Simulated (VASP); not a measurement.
# La2Zr2O (P4/mmm) in VASP: a series of runs

La2Zr2O is run at these levels: PBE; tasks: relaxation of cell and atoms, single point.

All numbers are computed with VASP 6.6.1; they aren't measurements. Logs are shortened: lines on timing, memory, paths and dates and some standing lists are left out, and cuts for length are marked.

### 1 The cell of the first run

Symmetry: P4/mmm, No. 123, tetragonal system. The conventional cell has a = 4.301 Å, b = 4.301 Å, c = 6.225 Å, α = 90.00°, β = 90.00°, γ = 90.00°. Within 2.8 Å of La (site symmetry mmm) lie 2 O at 2.15 Å. Within 2.6 Å of Zr (site symmetry 4mm) lie 1 O at 1.97 Å and 1 Zr at 2.29 Å. Within 2.6 Å of O (site symmetry 4/mmm) lie 2 Zr at 1.97 Å and 4 La at 2.15 Å.

### 2 Relaxation of cell and atoms, PBE

The input, INCAR:

```
PREC = Accurate
ENCUT = 600
EDIFF = 1E-6
ISMEAR = 0
SIGMA = 0.1
LREAL = F
LASPH = T
NELM = 100
ALGO = Normal
ISIF = 3
LWAVE = F
LCHARG = F
GGA = PE
IBRION = 2
NSW = 90
EDIFFG = -0.04
```

The input, KPOINTS:

```
regular mesh
0
Gamma
  4 4 4
```

The input, POSCAR:

```
La2Zr2O
1.0
    4.3007468800      0.0000000000      0.0000000000
    0.0000000000      4.3007468800      0.0000000000
    0.0000000000      0.0000000000      6.2247847600
La Zr O
2 2 1
Direct
    0.0000000000      0.5000000000      0.0000000000
    0.5000000000      0.0000000000      0.0000000000
    0.5000000000      0.5000000000      0.6840257000
    0.5000000000      0.5000000000      0.3159743000
    0.5000000000      0.5000000000      0.0000000000
```

Potentials or basis: VASP PAW PBE potentials, release 64 (La, Zr_sv, O).

Launch:

```sh
> cat potpaw_PBE.64/La/POTCAR potpaw_PBE.64/Zr_sv/POTCAR potpaw_PBE.64/O/POTCAR > POTCAR
> mpirun -np 1 vasp_std > vasp.out
```

OUTCAR:

```text
PREC = Accurate
   ENCUT = 600
   EDIFF = 1E-6
   ISMEAR = 0
   LREAL = F
   LASPH = T
   NELM = 100
   ISIF = 3
   GGA = PE
   IBRION = 2
   NSW = 90
   EDIFFG = -0.04

 ion  position               nearest neighbor table
   1  0.000  0.500  0.000-   5 2.15   5 2.15   3 2.91   3 2.91   4 2.91   4 2.91   2 3.04   2 3.04
                             2 3.04   2 3.04
   2  0.500  0.000  0.000-   5 2.15   5 2.15   3 2.91   3 2.91   4 2.91   4 2.91   1 3.04   1 3.04
                             1 3.04   1 3.04
   3  0.500  0.500  0.684-   5 1.97   4 2.29   1 2.91   2 2.91   2 2.91   1 2.91
   4  0.500  0.500  0.316-   5 1.97   3 2.29   1 2.91   2 2.91   2 2.91   1 2.91
   5  0.500  0.500  0.000-   3 1.97   4 1.97   1 2.15   2 2.15   2 2.15   1 2.15

  LATTYP: Found a simple tetragonal cell.
 ALAT       =     4.3007468800
 C/A-ratio  =     1.4473729642

  Lattice vectors:

 A1 = (   4.3007468800,   0.0000000000,   0.0000000000)
 A2 = (   0.0000000000,   4.3007468800,   0.0000000000)
 A3 = (   0.0000000000,   0.0000000000,   6.2247847600)

Analysis of symmetry for initial positions (statically):
=====================================================================
 Subroutine PRICEL returns:
 Original cell was already a primitive cell.

 Routine SETGRP: Setting up the symmetry group for a
 simple tetragonal supercell.

 Subroutine GETGRP returns: Found 16 space group operations
 (whereof 16 operations were pure point group operations)
 out of a pool of 16 trial point group operations.

The static configuration has the point symmetry D_4h.

Analysis of symmetry for dynamics (positions and initial velocities):
=====================================================================
 Subroutine PRICEL returns:
 Original cell was already a primitive cell.

 Routine SETGRP: Setting up the symmetry group for a
 simple tetragonal supercell.

 Subroutine GETGRP returns: Found 16 space group operations
 (whereof 16 operations were pure point group operations)
 out of a pool of 16 trial point group operations.

The dynamic configuration has the point symmetry D_4h.

 Subroutine INISYM returns: Found 16 space group operations
 (whereof 16 operations are pure point group operations),
 and found     1 'primitive' translations

----------------------------------------------------------------------------------------

                                     Primitive cell

  volume of cell :     115.1363

  direct lattice vectors                    reciprocal lattice vectors
     4.300746880  0.000000000  0.000000000     0.232517753  0.000000000  0.000000000
     0.000000000  4.300746880  0.000000000     0.000000000  0.232517753  0.000000000
     0.000000000  0.000000000  6.224784760     0.000000000  0.000000000  0.160648125

  length of vectors
     4.300746880  4.300746880  6.224784760     0.232517753  0.232517753  0.160648125

  position of ions in fractional coordinates (direct lattice)
     0.000000000  0.500000000  0.000000000
     0.500000000  0.000000000  0.000000000
     0.500000000  0.500000000  0.684025700
     0.500000000  0.500000000  0.315974300
     0.500000000  0.500000000  0.000000000

  ion indices of the primitive-cell ions
   primitive index   ion index
                 1           1
                 2           2
                 3           3
                 4           4
                 5           5

----------------------------------------------------------------------------------------

 KPOINTS: regular mesh

Automatic generation of k-mesh.
 Grid dimensions read from file:
 generate k-points for:    4    4    4

 Generating k-lattice:

  Cartesian coordinates                     Fractional coordinates (reciprocal lattice)
     0.058129438  0.000000000  0.000000000     0.250000000  0.000000000  0.000000000
     0.000000000  0.058129438  0.000000000     0.000000000  0.250000000  0.000000000
     0.000000000  0.000000000  0.040162031     0.000000000  0.000000000  0.250000000

  Length of vectors
     0.058129438  0.058129438  0.040162031

  Shift w.r.t. Gamma in fractional coordinates (k-lattice)
     0.000000000  0.000000000  0.000000000

 Subroutine IBZKPT returns following result:
 ===========================================

 Found     18 irreducible k-points:

 Following reciprocal coordinates:
            Coordinates               Weight
  0.000000  0.000000  0.000000      1.000000
  0.250000  0.000000  0.000000      4.000000
  0.500000  0.000000  0.000000      2.000000
  0.250000  0.250000  0.000000      4.000000
  0.500000  0.250000  0.000000      4.000000
  0.500000  0.500000  0.000000      1.000000
[... 10 lines left out ...]
  0.500000  0.250000  0.500000      4.000000
  0.500000  0.500000  0.500000      1.000000
   k-points           NKPTS =     18   k-points in BZ     NKDIM =     18   number of bands    NBANDS=     31
   number of dos      NEDOS =    301   number of ions     NIONS =      5
   total plane-waves  NPLWV =  64800
   dimension x,y,z NGX =    36 NGY =   36 NGZ =   50
   dimension x,y,z NGXF=    72 NGYF=   72 NGZF=  100
   ions per type =               2   2   1
   NGX,Y,Z   is equivalent  to a cutoff of  13.92, 13.92, 13.35 a.u.
   NGXF,Y,Z  is equivalent  to a cutoff of  27.83, 27.83, 26.71 a.u.
 SYSTEM =  unknown system
   PREC   = accura    normal or accurate (medium, high low for compatibility)
   ISTART =      0    job   : 0-new  1-cont  2-samecut
   ICHARG =      2    charge: 1-file 2-atom 10-const
   ISPIN  =      1    spin polarized calculation?
   LNONCOLLINEAR =      F non collinear calculations
   LSORBIT =      F    spin-orbit coupling
   LASPH  =      T    aspherical Exc in radial PAW
   ENCUT  =  600.0 eV  44.10 Ry    6.64 a.u.   8.59  8.59 12.43*2*pi/ulx,y,z
   NELM   =    100;   NELMIN=  2; NELMDL= -5     # of ELM steps
   EDIFF  = 0.1E-05   stopping-criterion for ELM
   LREAL  =      F    real-space projection
   EDIFFG = -.4E-01   stopping-criterion for IOM
   NSW    =     90    number of steps for IOM
   IBRION =      2    ionic relax: 0-MD 1-quasi-New 2-CG
   NFREE  =      1    steps in history (QN), initial steepest desc. (CG)
   ISIF   =      3    stress and relaxation
   ISYM   =      2    0-nonsym 1-usesym 2-fastsym
   POTIM  = 0.5000    time-step for ionic-motion
   TEBEG  =    0.0;   TEEND  =   0.0 temperature during run
   PSTRESS=    0.0 pullay stress
   NELECT =      52.0000    total number of electrons
   NUPDOWN=      -1.0000    fix difference up-down
   EMIN   =  10.00;   EMAX   =-10.00  energy-range for DOS
   EFERMI =   0.00;   METHOD = LEGACY
   ISMEAR =     0;   SIGMA  =   0.10  broadening in eV -4-tet -1-fermi 0-gaus
   EFERMI_NEDOS =   21; number of points for ismear=-14 and -15
   IALGO  =     38    algorithm
   IMIX   =      4    mixing-type and parameters
     AMIX     =   0.40;   BMIX     =  1.00
     AMIX_MAG =   1.60;   BMIX_MAG =  1.00
  volume/ion in A,a.u.               =      23.03       155.40
  Fermi-wavevector in a.u.,A,eV,Ry     =   1.256045  2.373581 21.465223  1.577649
  Thomas-Fermi vector in A             =   2.389772
   LORBIT       =      0    0 simple, 1 ext, 2 COOP (PROOUT), +10 PAW based schemes
   GGA     = PE    functional components
   LHFCALC =     F    Hartree Fock is set to
   AEXX    =    0.0000 exact exchange contribution
   IVDW    =     0    specifies the selected vdW correction
   LEPSILON=     F    determine dielectric tensor
   LRPA    =     F    only Hartree local field effects (RPA)
 conjugate gradient relaxation of ions
 non-spin polarized calculation
 Gauss-broadening in eV      SIGMA  =   0.10
  energy-cutoff  :      600.00
  volume of cell :      115.14
 maximum number of plane-waves:      3881
 NGX is ok and might be reduce to    36
   NGX = 17   NGY = 17   NGZ = 25

--------------------------------------- Ionic step        1  -------------------------------------------

 number of electron      51.9999998 magnetization

 Free energy of the ion-electron system (eV)
  ---------------------------------------------------
  ext. energy  EPLUGINS =         0.00000000
  ---------------------------------------------------
  free energy    TOTEN  =       -25.85313828 eV

  energy without entropy =      -25.82862666  energy(sigma->0) =      -25.84088247

 E-fermi :   8.7914     XC(G=0): -10.2637

 val. band max:        8.7751500538   @ k =   0.5000   0.2500   0.2500
 cond. band min:       8.8320122937   @ k =   0.2500   0.2500   0.5000
 fundamental gap:      0.0568622399
 Fermi energy:         8.7913766617
[... 1268 lines left out ...]
     30       4.2119      0.00000
     31       4.2242      0.00000

------------------------ aborting loop EDIFF was not reached (unconverged)  ----------------------------

  FORCE on cell =-STRESS in cart. coord.  units (eV):
  Direction    XX          YY          ZZ          XY          YZ          ZX
  --------------------------------------------------------------------------------------
  -------------------------------------------------------------------------------------
  Total       -8.6908019     -8.6908019     -9.9811715      0.0000000      0.0000000     -0.0000000
  in kB      -62.1754306    -62.1754306    -71.4069478      0.0000000      0.0000000     -0.0000000
  external PRESSURE =     -65.2526030 kB  Pullay stress =       0.0000000 kB
[... 59 lines left out ...]
  FREE ENERGIE OF THE ION-ELECTRON SYSTEM (eV)
  ---------------------------------------------------
  free  energy   TOTEN  =       -30.3042100621 eV

  energy  without entropy=      -30.2615908680  energy(sigma->0) =      -30.28290047

[... ionic steps 4 to 7 ...]

--------------------------------------- Ionic step        8  -------------------------------------------

 number of electron      52.0000002 magnetization

------------------------ aborting loop because EDIFF is reached ----------------------------------------
[... 73 lines left out ...]
--------------------------------------- Ionic step       10  -------------------------------------------

 number of electron      52.0000002 magnetization

 Free energy of the ion-electron system (eV)
  ---------------------------------------------------
  ext. energy  EPLUGINS =         0.00000000
  ---------------------------------------------------
  free energy    TOTEN  =       -30.37337592 eV

  energy without entropy =      -30.33169280  energy(sigma->0) =      -30.35253436

 E-fermi :   5.2411     XC(G=0):  -8.6989

 val. band max:        5.2309474238   @ k =   0.0000   0.0000   0.5000
 cond. band min:       5.2663752389   @ k =   0.0000   0.0000   0.2500
 fundamental gap:      0.0354278151
 Fermi energy:         5.2410619093
[... 642 lines left out ...]
  FREE ENERGIE OF THE ION-ELECTRON SYSTEM (eV)
  ---------------------------------------------------
  free  energy   TOTEN  =       -30.3733759187 eV

  energy  without entropy=      -30.3316928030  energy(sigma->0) =      -30.35253436

 reached required accuracy - stopping structural energy minimisation
```

Run time: 14 min. Hardware: 1 thread of Intel Xeon 6975P-C (Granite Rapids), shared host; peak memory 0.32 GiB.

What came out:

* Free energy: -30.3734 eV
* Relaxed volume: 33.60 Å³/atom
* Relaxed cell: a = 5.002 Å, b = 5.002 Å, c = 6.714 Å, α = 90.00°, β = 90.00°, γ = 90.00°
* Space group after relaxing (to 0.05 Å): P4/mmm (No. 123)
* Energy gained by relaxing: 904.0 meV/atom
* Ionic steps: 10
* Pressure after relaxing: -0.1 GPa
* Largest force after relaxing: 0.021 eV/Å
* Band gap on the k mesh: zero (band 26 reaches 5.75 eV, above the bottom of band 27 at 4.81 eV)

Forces on the atoms (eV/Å):
```
La   0.000  0.000  0.000
La   0.000  0.000  0.000
Zr   0.000  0.000 -0.021
Zr   0.000  0.000  0.021
O    0.000  0.000  0.000
```

Step by step:
```csv
step,energy change (eV),largest force (eV/Å),pressure (GPa),volume (Å³)
1,0.0000,3.8461,35.81,115.14
2,-2.8133,0.0412,-6.53,223.95
3,-4.4511,0.2904,-0.28,166.68
4,-4.4507,0.3094,0.02,165.52
5,-4.4849,0.3693,0.41,165.13
6,-4.4852,0.4627,0.47,165.08
7,-4.5070,0.3550,0.01,167.02
8,-4.5158,0.2403,-0.39,169.26
9,-4.5197,0.1071,0.05,167.53
10,-4.5202,0.0210,-0.07,167.98
```

Final structure:
```xyz
5
Lattice="5.0017 0.0000 0.0000 0.0000 5.0017 0.0000 0.0000 0.0000 6.7144" Properties=species:S:1:pos:R:3 pbc="T T T"
La    0.0000    2.5009    0.0000
La    2.5009    0.0000    0.0000
Zr    2.5009    2.5009    4.5002
Zr    2.5009    2.5009    2.2141
O     2.5009    2.5009    0.0000
```

Caveat: the k points lie up to 0.31 Å⁻¹ apart in the final cell; the volume moved by over 15 % at a fixed basis, so the end points are rough; spin-orbit coupling is left out, which moves the levels of the heavy elements.

### 3 Single point, PBE

This run uses another cell than the first one, of 33.83 Å³/atom, 1.469 times its volume.

The input, INCAR:

```
ALGO = Normal ; EDIFF = 1E-6
ENCUT = 520 ; GGA = PE
ISIF = 2 ; ISMEAR = 0
LASPH = T ; LCHARG = T
LELF = T ; LREAL = F
LVHAR = T ; LWAVE = F
NBANDS = 34 ; NELM = 100
PREC = Accurate ; SIGMA = 0.1
```

The input, KPOINTS:

```
k-points
0
Gamma
  8 8 6
```

The input, POSCAR:

```
La2Zr2O
1.0
    5.0309402832      0.0000000000      0.0000000000
    0.0000000000      5.0309402832      0.0000000000
    0.0000000000      0.0000000000      6.6836110653
La Zr O
2 2 1
Direct
    0.0000000000      0.5000000000      0.0000000000
    0.5000000000      0.0000000000      0.0000000000
    0.5000000000      0.5000000000      0.6710748454
    0.5000000000      0.5000000000      0.3289251546
    0.5000000000      0.5000000000      0.0000000000
```

Potentials or basis: VASP PAW PBE potentials, release 64 (La, Zr_sv, O).

Launch:

```sh
> cat potpaw_PBE.64/La/POTCAR potpaw_PBE.64/Zr_sv/POTCAR potpaw_PBE.64/O/POTCAR > POTCAR
> mpirun -np 1 vasp_std > vasp.out
```

Wall time 12 min (1 thread of Intel Xeon Platinum 8488C (Sapphire Rapids), shared host); peak memory 0.52 GiB.

The run converged. Its results:

| Quantity | Value |
| --- | --- |
| Free energy | -30.3750 eV |
| Pressure | 0.1 GPa |
| Largest force | 0.088 eV/Å |
| Band gap on the k mesh | zero (band 26 reaches 5.68 eV, above the bottom of band 27 at 4.77 eV) |

Forces on the atoms (eV/Å):
```
La   0.000  0.000  0.000
La   0.000  0.000  0.000
Zr   0.000  0.000  0.088
Zr   0.000  0.000 -0.088
O    0.000  0.000  0.000
```

Stress tensor (GPa, compression positive):
```
-0.06  0.00  0.00
 0.00 -0.06  0.00
 0.00  0.00  0.33
```

Levels at points of the mesh, in eV from the Fermi level:
| k point | band 23 | band 24 | band 25 | band 26 | band 27 | band 28 | band 29 | band 30 |
| --- | --- | --- | --- | --- | --- | --- | --- | --- |
| (0.00, 0.00, 0.00) | -1.08 | -0.78 | -0.56 | -0.56 | -0.41 | -0.41 | 0.73 | 1.01 |
| (0.50, 0.00, 0.00) | -0.44 | -0.39 | -0.21 | -0.11 | 0.32 | 0.36 | 0.46 | 0.59 |
| (0.50, 0.50, 0.00) | -0.57 | -0.33 | -0.02 | 0.10 | 0.10 | 0.22 | 0.82 | 1.02 |
| (0.00, 0.00, 0.50) | -1.72 | -1.72 | -1.09 | -0.44 | 0.00 | 0.42 | 0.46 | 1.00 |
| (0.50, 0.00, 0.50) | -1.10 | -0.23 | -0.23 | -0.07 | -0.03 | 0.08 | 0.46 | 0.94 |
| (0.50, 0.50, 0.50) | -1.11 | -0.84 | 0.33 | 0.49 | 0.49 | 0.94 | 1.26 | 1.27 |

Caveat: spin-orbit coupling is left out, which moves the levels of the heavy elements.

### 4 Relaxation of cell and atoms, PBE

This run uses another cell than the first one, of 33.35 Å³/atom, 1.448 times its volume.

The input, INCAR:

```
PREC = Accurate
ENCUT = 600
EDIFF = 1E-7
ISMEAR = 0
SIGMA = 0.1
LREAL = False
LASPH = True
NELM = 100
ALGO = Normal
ISIF = 3
LWAVE = False
LCHARG = False
GGA = PE
IBRION = 2
NSW = 100
EDIFFG = -0.01
```

The input, KPOINTS:

```
Automatic mesh
0
Gamma
  8 8 6
```

The input, POSCAR:

```
La2Zr2O
1.0
    4.9844151574      0.0000000000      0.0000000000
    0.0000000000      4.9844151574      0.0000000000
    0.0000000000      0.0000000000      6.7112342698
La Zr O
2 2 1
Direct
    0.0000000000      0.5000000000      0.0000000000
    0.5000000000      0.0000000000      0.0000000000
    0.5000000000      0.5000000000      0.6693733411
    0.5000000000      0.5000000000      0.3306266589
    0.5000000000      0.5000000000      0.0000000000
```

Launch:

```sh
> cat potpaw_PBE.64/La/POTCAR potpaw_PBE.64/Zr_sv/POTCAR potpaw_PBE.64/O/POTCAR > POTCAR
> mpirun -np 1 vasp_std > vasp.out
```

Run time: 69 min. Hardware: 1 thread of Intel Xeon Platinum 8488C (Sapphire Rapids), shared host; peak memory 0.59 GiB.

The run converged. Its results:

```
Free energy                            : -30.3782 eV
Relaxed volume                         : 33.80 Å³/atom
Relaxed cell                           : a = 5.023 Å, b = 5.023 Å, c = 6.698 Å, α = 90.00°, β = 90.00°, γ = 90.00°
Space group after relaxing (to 0.05 Å) : P4/mmm (No. 123)
Energy gained by relaxing              : 1.0 meV/atom
Ionic steps                            : 6
Pressure after relaxing                : 0.0 GPa
Band gap on the k mesh                 : zero (band 26 reaches 5.69 eV, above the bottom of band 27 at 4.77 eV)
```

Forces in eV/Å, atoms in the order of the input:
```
La   0.000  0.000  0.000
La   0.000  0.000  0.000
Zr   0.000  0.000 -0.003
Zr   0.000  0.000  0.003
O    0.000  0.000  0.000
```

Step by step:
| step | energy change (eV) | largest force (eV/Å) | pressure (GPa) | volume (Å³) |
| --- | --- | --- | --- | --- |
| 1 | 0.0000 | 0.1632 | 0.49 | 166.74 |
| 2 | -0.0019 | 0.0691 | -0.26 | 169.21 |
| 3 | -0.0031 | 0.0135 | 0.02 | 168.24 |
| 4 | -0.0040 | 0.0329 | -0.01 | 168.59 |
| 5 | -0.0045 | 0.0640 | -0.06 | 169.16 |
| 6 | -0.0048 | 0.0029 | 0.01 | 169.00 |

Final structure:
```
La Zr O
1.0
     5.02317    0.00000    0.00000
     0.00000    5.02317    0.00000
     0.00000    0.00000    6.69769
La Zr O
2 2 1
Direct
  0.00000 0.50000 0.00000
  0.50000 0.00000 0.00000
  0.50000 0.50000 0.67133
  0.50000 0.50000 0.32867
  0.50000 0.50000 0.00000
```

Levels at points of the mesh, in eV from the Fermi level:
| k point | band 22 | band 23 | band 24 | band 25 | band 26 | band 27 | band 28 | band 29 | band 30 | band 31 |
| --- | --- | --- | --- | --- | --- | --- | --- | --- | --- | --- |
| (0.00, 0.00, 0.00) | -1.22 | -1.08 | -0.78 | -0.57 | -0.57 | -0.41 | -0.41 | 0.71 | 0.96 | 1.14 |
| (0.50, 0.00, 0.00) | -0.74 | -0.44 | -0.40 | -0.21 | -0.11 | 0.33 | 0.36 | 0.46 | 0.59 | 0.66 |
| (0.50, 0.50, 0.00) | -0.57 | -0.57 | -0.33 | -0.01 | 0.10 | 0.10 | 0.24 | 0.82 | 1.02 | 1.03 |
| (0.00, 0.00, 0.50) | -1.72 | -1.72 | -1.72 | -1.10 | -0.46 | -0.01 | 0.40 | 0.46 | 1.01 | 1.01 |
| (0.50, 0.00, 0.50) | -1.17 | -1.09 | -0.24 | -0.22 | -0.07 | -0.03 | 0.08 | 0.46 | 0.93 | 1.35 |
| (0.50, 0.50, 0.50) | -1.11 | -1.11 | -0.82 | 0.34 | 0.49 | 0.49 | 0.93 | 1.26 | 1.26 | 1.44 |

Caveat: spin-orbit coupling is left out, which moves the levels of the heavy elements.

### 5 Overview

| task | cell | k mesh | cutoff (eV) | gap on the mesh (eV) | pressure (GPa) | relaxed volume (Å³/atom) | largest force (eV/Å) |
| --- | --- | --- | --- | --- | --- | --- | --- |
| relaxation of cell and atoms | relaxed from a = 4.301, b = 4.301, c = 6.225 Å, 5 atoms | 4 × 4 × 4 | 600 | none | -0.1 | 33.60 | 0.02 |
| single point | a = 5.031, b = 5.031, c = 6.684 Å, 5 atoms | 8 × 8 × 6 | 520 | none | 0.1 | - | 0.09 |
| relaxation of cell and atoms | relaxed from a = 4.984, b = 4.984, c = 6.711 Å, 5 atoms | 8 × 8 × 6 | 600 | none | 0.0 | 33.80 | - |

Alike in all rows: level PBE; potentials or basis VASP PAW PBE potentials, release 64 (La, Zr_sv, O); no spin polarisation; smearing gaussian 0.1 eV.

Caveats: some runs use coarse meshes; spin-orbit coupling is left out, which moves the levels of the heavy elements; the volume moved by over 15 % at a fixed basis, so the end points are rough (some runs).

Absolute energies hang on the potentials; compare differences alone.
